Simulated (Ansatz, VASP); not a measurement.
**SiNi3: VASP beside Ansatz**

File INCAR:

```
  ALGO = Normal
  EDIFF = 1E-7
  ENCUT = 520
  GGA = PS
  ISIF = 2
  ISMEAR = -1
  ISPIN = 2
  LASPH = T
  LCHARG = F
  LMAXMIX = 4
  LORBIT = 11
  LREAL = F
  LWAVE = F
  MAGMOM = 1.26667 1.26667 1.26667 0
  NBANDS = 29
  NELM = 150
  NUPDOWN = 3.8
  PREC = Accurate
  SIGMA = 0.05
```

File KPOINTS:

```
k-points
0
Gamma
  10 10 10
```

File POSCAR:

```
SiNi3
1.0
    1.2928041287      0.7464008117      7.6619893310
   -1.2928041287      0.7464008117      7.6619893310
    0.0000000000     -1.4928016234      7.6619893310
Ni Si
3 1
Direct
    0.2547330000      0.2547330000      0.2547330000
    0.5000000000      0.5000000000      0.5000000000
    0.7452670000      0.7452670000      0.7452670000
    0.0000000000      0.0000000000      0.0000000000
```

Contents of input.yaml:

```yaml
crystal:
  lattice:
    - [1.2928041287, 0.7464008117, 7.661989331]
    - [-1.2928041287, 0.7464008117, 7.661989331]
    - [0.0, -1.4928016234, 7.661989331]
  atoms:
    - { symbol: Ni, position: [0.254733, 0.254733, 0.254733], spin: 1.2666666667 }
    - { symbol: Ni, position: [0.5, 0.5, 0.5], spin: 1.2666666667 }
    - { symbol: Ni, position: [0.745267, 0.745267, 0.745267], spin: 1.2666666667 }
    - { symbol: Si, position: [0.0, 0.0, 0.0] }
hamiltonian:
  xc: pbesol
  pseudopotentials: { kind: paw }
magnetization:
  spin_polarized: true
  initial_magnetization: 3.8
  spin_locking: { lock_magnetization: hard }
kpoints:
  mp_grid: { grid: [10, 10, 10] }
scf:
  occupations: { method: fermi_dirac, width: 0.05 }
  lower_state_search: "off"
output:
  forces: true
  stress: true
  eigenvalues: true
  write_density: true
  write_potential: true
  elf: true
  volumetric_format: npy
```

Alike in both runs: task single point; functional PBEsol; k mesh 10 × 10 × 10; occupations fermi-dirac, width 0.05 eV; collinear spin; fixed moment 3.8 μB.

|  | VASP | Ansatz |
| --- | --- | --- |
| version | VASP 6.6.1 | Ansatz 0.2.0 |
| potentials or method | VASP PAW PBE potentials, release 64 (Ni, Si) | Ansatz PAW |
| plane-wave cutoff (eV) | 520 | 420 |
| valence electrons in the cell | 34 | 58 |

|  | VASP | Ansatz | Ansatz less VASP |
| --- | --- | --- | --- |
| pressure (GPa) | 3.2 | 2.9 | -0.35 |
| traceless stress, the component that is largest in VASP (GPa) | 5.18 | 5.25 | +0.068 |
| rms of the force components (eV/Å) | 0.358 | 0.349 | -0.0089 |
| net moment per atom (μB) | 0.95 | 0.95 | 0.000 |
| size of the moment on the site where the two differ most (μB) | 1.02 | 1.00 | -0.023 |

VASP's potentials were made for PBE, not for PBEsol. Site moments also hang on the region over which each program counts them. Atom by atom the forces differ by 0.009 eV/Å (rms over components). With one functional, cell and mesh, what is left measures potentials, basis and numerics. VASP's potentials hold 34 valence electrons a cell and Ansatz's 58, so a difference there can come from the potentials and not from the codes.
